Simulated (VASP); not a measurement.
Runs of VASP 6.6.1 on Ti3C2. The structure is that of space group P6_3/mmc (No. 194), or close to it. The cells are those of the table. 

```tsv
cell	gap on the mesh (eV)	pressure (GPa)	largest force (eV/Å)
a = 3.117, b = 3.117, c = 15.365 Å, angles 90.0, 90.0, 120.0°, 10 atoms	none	-8.6	0.62
a = 2.961, b = 2.961, c = 14.595 Å, angles 90.0, 90.0, 120.0°, 10 atoms	none	26.9	1.61
a = 3.015, b = 3.015, c = 14.861 Å, angles 90.0, 90.0, 120.0°, 10 atoms	none	(b)	0.72
a = 3.092, b = 3.092, c = 15.242 Å, angles 90.0, 90.0, 120.0°, 10 atoms	none	-4.6	0.34
a = 2.988, b = 2.988, c = 14.729 Å, angles 90.0, 90.0, 120.0°, 10 atoms	none	(a)	1.14
```

Alike in all rows: task single point; level r2SCAN; potentials or basis VASP PAW PBE potentials, release 64 (Ti_sv, C); no spin polarisation; k mesh 10 × 10 × 2; cutoff (eV) 520; smearing fermi-dirac 0.1 eV.

Question: Fill in the values left out.

Answer: (a) 19.0; (b) 12.0.

Caveats: the PAW data sets were made with another functional, which shifts forces and pressure a little; the cell stands under pressure (at least some runs); the cell stands under tension (at least some runs).

A gap of «none» marks levels without a gap at the run's occupations.
